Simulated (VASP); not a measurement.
# PbS (Fm-3m) in VASP: notebook

The runs below take PbS through single point, relaxation of cell and atoms, with PBE+D3(BJ), r2SCAN.

All numbers are computed with VASP 6.6.1; they aren't measurements. Logs are shortened: lines on timing, memory, paths and dates and some standing lists are left out, and cuts for length are marked.

### Step 1. The cell of the first run

Symmetry: Fm-3m, No. 225, cubic system. Conventional cell: a = 5.936 Å, b = 5.936 Å, c = 5.936 Å, α = 90.00°, β = 90.00°, γ = 90.00°. Pb (site symmetry m-3m) has 6 S at 2.97 Å within 3.9 Å. Within 3.9 Å of S (site symmetry m-3m) lie 6 Pb at 2.97 Å.

### Step 2. Single point, PBE+D3(BJ)

Input file INCAR:

```
SYSTEM = PbS
PREC = Accurate
ENCUT = 520
EDIFF = 1E-6
ISMEAR = 0
SIGMA = 0.02
LREAL = .False.
LASPH = .True.
NELM = 60
ALGO = Normal
ISIF = 2
LWAVE = .False.
LCHARG = .False.
GGA = PE
IVDW = 12
NBANDS = 17
```

Input file KPOINTS:

```
regular mesh
0
Gamma
  10 10 10
  0 0 0
```

Input file POSCAR:

```
PbS
1.0
    0.0000000000      2.9679283527      2.9679283527
    2.9679283527      0.0000000000      2.9679283527
    2.9679283527      2.9679283527      0.0000000000
Pb S
1 1
Direct
    0.0000000000      0.0000000000      0.0000000000
    0.5000000000      0.5000000000      0.5000000000
```

Potentials or basis: VASP PAW PBE potentials, release 64 (Pb_d, S).

Started as:

```
> cat potpaw_PBE.64/Pb_d/POTCAR potpaw_PBE.64/S/POTCAR > POTCAR
> mpirun -np 1 vasp_std > vasp.out
```

OUTCAR:

```text
SYSTEM = PbS
   PREC = Accurate
   ENCUT = 520
   EDIFF = 1E-6
   ISMEAR = 0
   LREAL = .False.
   LASPH = .True.
   NELM = 60
   ISIF = 2
   GGA = PE
   IVDW = 12
 IVDW          = 12

 ion  position               nearest neighbor table
   1  0.000  0.000  0.000-   2 2.97   2 2.97   2 2.97   2 2.97   2 2.97   2 2.97
   2  0.500  0.500  0.500-   1 2.97   1 2.97   1 2.97   1 2.97   1 2.97   1 2.97

  LATTYP: Found a face centered cubic cell.
 ALAT       =     5.9358567054

  Lattice vectors:

 A1 = (   0.0000000000,   2.9679283527,   2.9679283527)
 A2 = (   2.9679283527,   0.0000000000,   2.9679283527)
 A3 = (   2.9679283527,   2.9679283527,   0.0000000000)

Analysis of symmetry for initial positions (statically):
=====================================================================
 Subroutine PRICEL returns:
 Original cell was already a primitive cell.

 Routine SETGRP: Setting up the symmetry group for a
 face centered cubic supercell.

 Subroutine GETGRP returns: Found 48 space group operations
 (whereof 48 operations were pure point group operations)
 out of a pool of 48 trial point group operations.

The static configuration has the point symmetry O_h .

Analysis of symmetry for dynamics (positions and initial velocities):
=====================================================================
 Subroutine PRICEL returns:
 Original cell was already a primitive cell.

 Routine SETGRP: Setting up the symmetry group for a
 face centered cubic supercell.

 Subroutine GETGRP returns: Found 48 space group operations
 (whereof 48 operations were pure point group operations)
 out of a pool of 48 trial point group operations.

The dynamic configuration has the point symmetry O_h .

 Subroutine INISYM returns: Found 48 space group operations
 (whereof 48 operations are pure point group operations),
 and found     1 'primitive' translations

----------------------------------------------------------------------------------------

                                     Primitive cell

  volume of cell :      52.2866

  direct lattice vectors                    reciprocal lattice vectors
     0.000000000  2.967928353  2.967928353    -0.168467679  0.168467679  0.168467679
     2.967928353  0.000000000  2.967928353     0.168467679 -0.168467679  0.168467679
     2.967928353  2.967928353  0.000000000     0.168467679  0.168467679 -0.168467679

  length of vectors
     4.197284529  4.197284529  4.197284529     0.291794579  0.291794579  0.291794579

[... 80 lines left out ...]
   EDIFF  = 0.1E-05   stopping-criterion for ELM
   LREAL  =      F    real-space projection
   EDIFFG = 0.1E-04   stopping-criterion for IOM
   NSW    =      0    number of steps for IOM
   IBRION =     -1    ionic relax: 0-MD 1-quasi-New 2-CG
   NFREE  =      0    steps in history (QN), initial steepest desc. (CG)
   ISIF   =      2    stress and relaxation
   ISYM   =      2    0-nonsym 1-usesym 2-fastsym
   POTIM  = 0.5000    time-step for ionic-motion
   TEBEG  =    0.0;   TEEND  =   0.0 temperature during run
   PSTRESS=    0.0 pullay stress
   NELECT =      20.0000    total number of electrons
   NUPDOWN=      -1.0000    fix difference up-down
   EMIN   =  10.00;   EMAX   =-10.00  energy-range for DOS
   EFERMI =   0.00;   METHOD = LEGACY
   ISMEAR =     0;   SIGMA  =   0.02  broadening in eV -4-tet -1-fermi 0-gaus
   EFERMI_NEDOS =   21; number of points for ismear=-14 and -15
   IALGO  =     38    algorithm
   IMIX   =      4    mixing-type and parameters
     AMIX     =   0.40;   BMIX     =  1.00
     AMIX_MAG =   1.60;   BMIX_MAG =  1.00
  volume/ion in A,a.u.               =      26.14       176.42
  Fermi-wavevector in a.u.,A,eV,Ry     =   1.188378  2.245710 19.214736  1.412243
  Thomas-Fermi vector in A             =   2.324509
   LORBIT       =      0    0 simple, 1 ext, 2 COOP (PROOUT), +10 PAW based schemes
   GGA     = PE    functional components
   LHFCALC =     F    Hartree Fock is set to
   AEXX    =    0.0000 exact exchange contribution
   IVDW    =    12    specifies the selected vdW correction
   LEPSILON=     F    determine dielectric tensor
   LRPA    =     F    only Hartree local field effects (RPA)
 non-spin polarized calculation
 Gauss-broadening in eV      SIGMA  =   0.02
  energy-cutoff  :      520.00
  volume of cell :       52.29
 maximum number of plane-waves:      1423
   NGX = 15   NGY = 15   NGZ = 15

 number of electron      19.9999998 magnetization

 Free energy of the ion-electron system (eV)
  ---------------------------------------------------
  ext. energy  EPLUGINS =         0.00000000
  ---------------------------------------------------
  free energy    TOTEN  =        -8.75713208 eV

  energy without entropy =       -8.75713208  energy(sigma->0) =       -8.75713208

 E-fermi :   5.9130     XC(G=0):  -9.6717

 val. band max:        5.7920192032   @ k =   0.5000   0.0000   0.0000
 cond. band min:       6.1639702523   @ k =   0.5000   0.0000   0.0000
 fundamental gap:      0.3719510491
 Fermi energy:         5.9130018036

 k-point     1 :       0.0000    0.0000    0.0000
  band No.  band energies     occupation
      1     -11.0272      2.00000
      2     -11.0272      2.00000
      3     -11.0272      2.00000
      4     -11.0106      2.00000
      5     -11.0106      2.00000
      6      -7.7834      2.00000
[... 457 lines left out ...]
      4     -10.9820      2.00000
      5     -10.9771      2.00000
      6      -6.5393      2.00000
[... 9 lines left out ...]
     16      16.8229      0.00000
     17      17.4267      0.00000

 [... further k-points ...]

------------------------ aborting loop because EDIFF is reached ----------------------------------------

 Edisp (eV)   -0.69285

 E8    (eV) :    -0.3120

  FORCE on cell =-STRESS in cart. coord.  units (eV):
  Direction    XX          YY          ZZ          XY          YZ          ZX
  --------------------------------------------------------------------------------------
  -------------------------------------------------------------------------------------
  Total      -0.04281    -0.04281    -0.04281    -0.00000    -0.00000     0.00000
  in kB      -1.31176    -1.31176    -1.31176    -0.00000    -0.00000     0.00000
  external pressure =       -1.31 kB  Pullay stress =        0.00 kB

 VOLUME and BASIS-vectors are now :
 -----------------------------------------------------------------------------
  energy-cutoff  :      520.00
  volume of cell :       52.29
      direct lattice vectors                 reciprocal lattice vectors
     0.000000000  2.967928353  2.967928353    -0.168467679  0.168467679  0.168467679
     2.967928353  0.000000000  2.967928353     0.168467679 -0.168467679  0.168467679
     2.967928353  2.967928353  0.000000000     0.168467679  0.168467679 -0.168467679

 POSITION                                       TOTAL-FORCE (eV/Angst)
 -----------------------------------------------------------------------------------
      0.00000      0.00000      0.00000         0.000000     -0.000000      0.000000
      2.96793      2.96793      2.96793         0.000000      0.000000     -0.000000
 -----------------------------------------------------------------------------------
    total drift:                                0.000000     -0.000000     -0.000000

  FREE ENERGIE OF THE ION-ELECTRON SYSTEM (eV)
  ---------------------------------------------------
  free  energy   TOTEN  =        -9.4499789341 eV

  energy  without entropy=       -9.4499789341  energy(sigma->0) =       -9.44997893
```

stdout:

```text
POSCAR found type information on POSCAR PbS
 POSCAR found :  2 types and       2 ions
 scaLAPACK will be used
 LDA part: xc-table for (Slater+PW92), standard interpolation
 POSCAR, INCAR and KPOINTS ok, starting setup
 FFT: planning ... GRIDC
 FFT: planning ... GRID_SOFT
 FFT: planning ... GRID
 WAVECAR not read
 entering main loop
```

Run time: 49 s. Hardware: 1 thread of AMD EPYC 7R13, shared host; peak memory 0.17 GiB.

Results:

```yaml
Free_energy: -9.4500 eV
Pressure: -0.1 GPa
Band_gap_on_the_k_mesh: 0.37 eV, direct
Dispersion_energy_per_atom: -0.346 eV
```

Levels at points of the mesh, in eV from the valence-band top:
```tsv
k point	band 7	band 8	band 9	band 10	band 11	band 12	band 13	band 14
(0.00, 0.00, 0.00)	-6.04	-2.16	-2.16	-2.16	5.21	5.21	5.21	6.74
(0.50, 0.00, 0.00)	-8.83	-1.77	-1.77	0.00	0.37	1.97	1.97	8.66
(0.50, 0.50, 0.00)	-7.20	-5.18	-3.43	-3.43	3.87	5.57	5.68	5.68
```

Caveat: spin-orbit coupling is left out, which moves the levels of the heavy elements.

[end of part 1 of 2]
